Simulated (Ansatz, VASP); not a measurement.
Two plane-wave programs on Fe

```
CELL_PARAMETERS angstrom
2.83135 0.00000 0.00000
0.00000 2.83135 0.00000
0.00000 0.00000 2.83135
ATOMIC_POSITIONS crystal
Fe 0.00000 0.00000 0.00000
Fe 0.50000 0.50000 0.50000
```

Alike in both runs: task single point; functional PBE; k mesh 14 × 14 × 14; occupations fermi-dirac, width 0.1 eV; collinear spin.

|  | VASP | Ansatz |
| --- | --- | --- |
| version | VASP 6.6.1 | Ansatz 0.2.0 |
| potentials or method | VASP PAW PBE potentials, release 64 (Fe) | PAW with Ansatz's default frozen-core files, scalar-relativistic |
| plane-wave cutoff (eV) | 520 | 420 |
| valence electrons in the cell | 16 | 32 |

Ansatz gave:

* pressure (GPa): 0.1
* net moment per atom (μB): 2.16
* size of the moment on the site where the two differ most (μB): 2.21

What did VASP give for the same quantities?

Pressure (GPa): 0.0; net moment per atom (μB): 2.18; size of the moment on the site where the two differ most (μB): 2.18.

Site moments also hang on the region over which each program counts them. With one functional, cell and mesh, what is left measures potentials, basis and numerics. VASP's potentials hold 16 valence electrons a cell and Ansatz's 32, so a difference there can come from the potentials and not from the codes.
